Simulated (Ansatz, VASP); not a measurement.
# Two plane-wave programs on CsCaBO3

```
CELL_PARAMETERS angstrom
7.51917 0.00000 0.00000
0.00000 7.51917 0.00000
0.00000 0.00000 7.51917
ATOMIC_POSITIONS crystal
Cs 0.63959 0.36041 0.86041
Cs 0.86041 0.63959 0.36041
Cs 0.13959 0.13959 0.13959
Cs 0.36041 0.86041 0.63959
Ca 0.85610 0.85610 0.85610
Ca 0.64390 0.14390 0.35610
Ca 0.35610 0.64390 0.14390
Ca 0.14390 0.35610 0.64390
B 0.09485 0.59485 0.90515
B 0.40515 0.40515 0.40515
B 0.59485 0.90515 0.09485
B 0.90515 0.09485 0.59485
O 0.08402 0.73292 0.02774
O 0.41598 0.26708 0.52774
O 0.58402 0.76708 0.97226
O 0.91598 0.23292 0.47226
O 0.02774 0.08402 0.73292
O 0.52774 0.41598 0.26708
O 0.97226 0.58402 0.76708
O 0.47226 0.91598 0.23292
O 0.73292 0.02774 0.08402
O 0.26708 0.52774 0.41598
O 0.76708 0.97226 0.58402
O 0.23292 0.47226 0.91598
```

Alike in both runs: functional PBEsol; k mesh 4 × 4 × 4; occupations fermi-dirac, width 0.02 eV; no spin polarisation.

Ansatz relaxed the structure, and its values are those at the end. VASP's run is a single point on that final structure, the one shown.

```csv
,VASP,Ansatz
version,VASP 6.6.1,Ansatz 0.2.0
potentials or method,"VASP PAW PBE potentials, release 64 (Cs_sv, Ca_sv, B, O), cutoff 520 eV",PAW plane waves
valence electrons in the cell,160,160
```

|  | VASP | Ansatz | Ansatz less VASP |
| --- | --- | --- | --- |
| gap on the k mesh at the Fermi level (eV) | 4.04 | 4.04 | +0.008 |
| pressure (GPa) | 0.5 | 0.0 | -0.46 |
| rms of the force components (eV/Å) | 0.049 | 0.000 | -0.0486 |

VASP's potentials were made for PBE, not for PBEsol, and Ansatz warns of the same on its side. With one functional, cell and mesh, what is left measures potentials, basis and numerics.

Spin-orbit coupling is off throughout.
